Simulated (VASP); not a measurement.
# MgBe4Cu (F-43m) in VASP: further runs

MgBe4Cu is run at these levels: LDA; tasks: single point.

All numbers are computed with VASP 6.6.1; they aren't measurements. Logs are shortened: lines on timing, memory, paths and dates and some standing lists are left out, and cuts for length are marked.

## (1) The cell of the first run

It takes space group F-43m (No. 216, cubic). Conventional cell: a = 6.247 Å, b = 6.247 Å, c = 6.247 Å, α = 90.00°, β = 90.00°, γ = 90.00°. Mg (site symmetry -43m) has 12 Be at 2.59 Å and 4 Cu at 2.71 Å within 3.4 Å. Be (site symmetry 3m) has 6 Be at 2.18 to 2.23 Å and 3 Cu at 2.59 Å and 3 Mg at 2.59 Å within 2.9 Å. Cu (site symmetry -43m) has 12 Be at 2.59 Å and 4 Mg at 2.71 Å within 3.4 Å.

## (2) Single point, LDA

INCAR reads:

```
ALGO = Normal
EDIFF = 1E-6
ENCUT = 600
GGA = CA
GGA_COMPAT = F
ISIF = 2
ISMEAR = 1
LASPH = T
LCHARG = F
LREAL = F
LWAVE = F
NBANDS = 20
NELM = 120
PREC = Accurate
SIGMA = 0.1
```

KPOINTS reads:

```
k-points
0
Gamma
  3 3 3
```

POSCAR reads:

```
MgBe4Cu
1.0
    0.0000000000      3.1237420000      3.1237420000
    3.1237420000      0.0000000000      3.1237420000
    3.1237420000      3.1237420000      0.0000000000
Mg Be Cu
1 4 1
Direct
    0.0000000000      0.0000000000      0.0000000000
    0.3764480000      0.3764480000      0.3764480000
    0.8706560000      0.3764480000      0.3764480000
    0.3764480000      0.3764480000      0.8706560000
    0.3764480000      0.8706560000      0.3764480000
    0.7500000000      0.7500000000      0.7500000000
```

Potentials or basis: VASP PAW LDA potentials, release 64 (Mg, Be, Cu).

On the command line:

```sh
> cat potpaw_LDA.64/Mg/POTCAR potpaw_LDA.64/Be/POTCAR potpaw_LDA.64/Cu/POTCAR > POTCAR
> mpirun -np 1 vasp_std > vasp.out
```

OUTCAR:

```text
EDIFF = 1E-6
   ENCUT = 600
   GGA = CA
   ISIF = 2
   ISMEAR = 1
   LASPH = T
   LREAL = F
   NELM = 120
   PREC = Accurate

 ion  position               nearest neighbor table
   1  0.000  0.000  0.000-   3 2.59   5 2.59   3 2.59   4 2.59   4 2.59   5 2.59   2 2.59   2 2.59
                             2 2.59   3 2.59   4 2.59   5 2.59   6 2.71   6 2.71   6 2.71   6 2.71
   2  0.376  0.376  0.376-   3 2.18   4 2.18   5 2.18   4 2.23   5 2.23   3 2.23   6 2.59   6 2.59
                             6 2.59   1 2.59   1 2.59   1 2.59
   3  0.871  0.376  0.376-   2 2.18   4 2.18   5 2.18   2 2.23   4 2.23   5 2.23   6 2.59   6 2.59
                             6 2.59   1 2.59   1 2.59   1 2.59
   4  0.376  0.376  0.871-   2 2.18   3 2.18   5 2.18   2 2.23   5 2.23   3 2.23   6 2.59   6 2.59
                             6 2.59   1 2.59   1 2.59   1 2.59
   5  0.376  0.871  0.376-   2 2.18   3 2.18   4 2.18   4 2.23   2 2.23   3 2.23   6 2.59   6 2.59
                             6 2.59   1 2.59   1 2.59   1 2.59
   6  0.750  0.750  0.750-   3 2.59   4 2.59   5 2.59   2 2.59   2 2.59   2 2.59   5 2.59   3 2.59
                             5 2.59   4 2.59   4 2.59   3 2.59   1 2.71   1 2.71   1 2.71   1 2.71

  LATTYP: Found a face centered cubic cell.
 ALAT       =     6.2474840000

  Lattice vectors:

 A1 = (   0.0000000000,   3.1237420000,   3.1237420000)
 A2 = (   3.1237420000,   0.0000000000,   3.1237420000)
 A3 = (   3.1237420000,   3.1237420000,   0.0000000000)

Analysis of symmetry for initial positions (statically):
=====================================================================
 Subroutine PRICEL returns:
 Original cell was already a primitive cell.

 Routine SETGRP: Setting up the symmetry group for a
 face centered cubic supercell.

 Subroutine GETGRP returns: Found 24 space group operations
 (whereof 24 operations were pure point group operations)
 out of a pool of 48 trial point group operations.

The static configuration has the point symmetry T_d .

Analysis of symmetry for dynamics (positions and initial velocities):
=====================================================================
 Subroutine PRICEL returns:
 Original cell was already a primitive cell.

 Routine SETGRP: Setting up the symmetry group for a
 face centered cubic supercell.

 Subroutine GETGRP returns: Found 24 space group operations
 (whereof 24 operations were pure point group operations)
 out of a pool of 48 trial point group operations.

The dynamic configuration has the point symmetry T_d .

 Subroutine INISYM returns: Found 24 space group operations
[... 88 lines left out ...]
   IBRION =     -1    ionic relax: 0-MD 1-quasi-New 2-CG
   NFREE  =      0    steps in history (QN), initial steepest desc. (CG)
   ISIF   =      2    stress and relaxation
   ISYM   =      2    0-nonsym 1-usesym 2-fastsym
   POTIM  = 0.5000    time-step for ionic-motion
   TEBEG  =    0.0;   TEEND  =   0.0 temperature during run
   PSTRESS=    0.0 pullay stress
   NELECT =      21.0000    total number of electrons
   NUPDOWN=      -1.0000    fix difference up-down
   EMIN   =  10.00;   EMAX   =-10.00  energy-range for DOS
   EFERMI =   0.00;   METHOD = LEGACY
   ISMEAR =     1;   SIGMA  =   0.10  broadening in eV -4-tet -1-fermi 0-gaus
   EFERMI_NEDOS =   21; number of points for ismear=-14 and -15
   IALGO  =     38    algorithm
   IMIX   =      4    mixing-type and parameters
     AMIX     =   0.40;   BMIX     =  1.00
     AMIX_MAG =   1.60;   BMIX_MAG =  1.00
  volume/ion in A,a.u.               =      10.16        68.56
  Fermi-wavevector in a.u.,A,eV,Ry     =   1.147615  2.168677 17.919139  1.317020
  Thomas-Fermi vector in A             =   2.284294
   LORBIT       =      0    0 simple, 1 ext, 2 COOP (PROOUT), +10 PAW based schemes
   GGA     = CA    functional components
   LHFCALC =     F    Hartree Fock is set to
   AEXX    =    0.0000 exact exchange contribution
   IVDW    =     0    specifies the selected vdW correction
   LEPSILON=     F    determine dielectric tensor
   LRPA    =     F    only Hartree local field effects (RPA)
 non-spin polarized calculation
 Methfessel and Paxton  Order N= 1 SIGMA  =   0.10
  energy-cutoff  :      600.00
  volume of cell :       60.96
 maximum number of plane-waves:      2085
   NGX = 17   NGY = 17   NGZ = 17

 number of electron      20.9999988 magnetization

 Free energy of the ion-electron system (eV)
  ---------------------------------------------------
  ext. energy  EPLUGINS =         0.00000000
  ---------------------------------------------------
  free energy    TOTEN  =       -23.48221117 eV

  energy without entropy =      -23.46556285  energy(sigma->0) =      -23.47666173

 E-fermi :   6.4535     XC(G=0): -10.8629

 val. band max:        4.6931184468   @ k =   0.0000   0.0000   0.0000
 cond. band min:       6.4571597616   @ k =   0.3333   0.0000   0.0000
 fundamental gap:      1.7640413148
 Fermi energy:         6.4534643690

 k-point     1 :       0.0000    0.0000    0.0000
  band No.  band energies     occupation
      1      -3.9969      2.00000
      2       1.7317      2.00000
      3       1.7317      2.00000
      4       1.7317      2.00000
      5       1.9770      2.00000
      6       1.9770      2.00000
[... 81 lines left out ...]
     19      15.8930      0.00000
     20      16.6411      0.00000

------------------------ aborting loop because EDIFF is reached ----------------------------------------

  FORCE on cell =-STRESS in cart. coord.  units (eV):
  Direction    XX          YY          ZZ          XY          YZ          ZX
  --------------------------------------------------------------------------------------
  -------------------------------------------------------------------------------------
  Total       -1.9248851     -1.9248851     -1.9248851     -0.0000000      0.0000000      0.0000000
  in kB      -50.5894471    -50.5894471    -50.5894471     -0.0000000      0.0000000      0.0000000
  external PRESSURE =     -50.5894471 kB  Pullay stress =       0.0000000 kB

 VOLUME and BASIS-vectors are now :
 -----------------------------------------------------------------------------
  energy-cutoff  :      600.00
  volume of cell :       60.96
      direct lattice vectors                 reciprocal lattice vectors
     0.000000000  3.123742000  3.123742000    -0.160064436  0.160064436  0.160064436
     3.123742000  0.000000000  3.123742000     0.160064436 -0.160064436  0.160064436
     3.123742000  3.123742000  0.000000000     0.160064436  0.160064436 -0.160064436

 POSITION                                       TOTAL-FORCE (eV/Angst)
 -----------------------------------------------------------------------------------
      0.00000      0.00000      0.00000         0.000000      0.000000      0.000000
      2.35185      2.35185      2.35185        -0.046345     -0.046345     -0.046345
      2.35185      3.89563      3.89563        -0.046345      0.046345      0.046345
      3.89563      3.89563      2.35185         0.046345      0.046345     -0.046345
      3.89563      2.35185      3.89563         0.046345     -0.046345      0.046345
      4.68561      4.68561      4.68561         0.000000      0.000000      0.000000
 -----------------------------------------------------------------------------------
    total drift:                                0.000000      0.000000      0.000001

  FREE ENERGIE OF THE ION-ELECTRON SYSTEM (eV)
  ---------------------------------------------------
  free  energy   TOTEN  =       -23.4822111678 eV

  energy  without entropy=      -23.4655628494  energy(sigma->0) =      -23.47666173
```

OSZICAR:

```text
N       E                     dE             d eps       ncg     rms          rms(c)
DAV:   1     0.832894415173E+02    0.83289E+02   -0.91367E+03   160   0.118E+03
DAV:   2    -0.238876600925E+02   -0.10718E+03   -0.99867E+02   160   0.244E+02
DAV:   3    -0.300958121619E+02   -0.62082E+01   -0.60258E+01   208   0.613E+01
DAV:   4    -0.302157216122E+02   -0.11991E+00   -0.11933E+00   224   0.728E+00
DAV:   5    -0.302170191855E+02   -0.12976E-02   -0.12965E-02   192   0.855E-01    0.278E+01
DAV:   6    -0.473315919886E+02   -0.17115E+02   -0.22829E+02   180   0.395E+02    0.238E+01
DAV:   7    -0.271434002450E+02    0.20188E+02   -0.45243E+01   204   0.825E+01    0.111E+01
DAV:   8    -0.235484835999E+02    0.35949E+01   -0.13459E+01   208   0.962E+01    0.275E+00
DAV:   9    -0.238791432621E+02   -0.33066E+00   -0.37049E+00   204   0.580E+01    0.436E+00
DAV:  10    -0.234781921080E+02    0.40095E+00   -0.11531E+00   200   0.380E+01    0.329E-01
DAV:  11    -0.234840802778E+02   -0.58882E-02   -0.79471E-02   260   0.590E+00    0.362E-01
DAV:  12    -0.234824336954E+02    0.16466E-02   -0.43739E-03   244   0.173E+00    0.124E-01
DAV:  13    -0.234822819000E+02    0.15180E-03   -0.17511E-03   228   0.137E+00    0.682E-02
DAV:  14    -0.234822177909E+02    0.64109E-04   -0.27256E-04   248   0.401E-01    0.202E-02
DAV:  15    -0.234822120309E+02    0.57600E-05   -0.12265E-05   248   0.950E-02    0.766E-03
DAV:  16    -0.234822111678E+02    0.86303E-06   -0.24528E-06   136   0.429E-02
   1 F= -.23482211E+02 E0= -.23476662E+02  d E =-.166483E-01
```

Run time: 8.4 s. Hardware: 1 thread of Intel Xeon Platinum 8488C (Sapphire Rapids), shared host; peak memory 0.17 GiB.

What came out:

```yaml
Free_energy: -23.4822 eV
Pressure: -5.1 GPa
Largest_force: 0.080 eV/Å
```

Forces on the atoms (eV/Å):
```
Mg   0.000  0.000  0.000
Be  -0.046 -0.046 -0.046
Be  -0.046  0.046  0.046
Be   0.046  0.046 -0.046
Be   0.046 -0.046  0.046
Cu   0.000  0.000  0.000
```

Levels at points of the mesh, in eV from the Fermi level:
| k point | band 7 | band 8 | band 9 | band 10 | band 11 | band 12 | band 13 | band 14 |
| --- | --- | --- | --- | --- | --- | --- | --- | --- |
| (0.00, 0.00, 0.00) | -3.97 | -1.76 | -1.76 | -1.76 | 1.73 | 1.73 | 1.78 | 1.78 |

Caveat: the k points lie up to 0.58 Å⁻¹ apart.

(Part 1 of 3 ends here.)
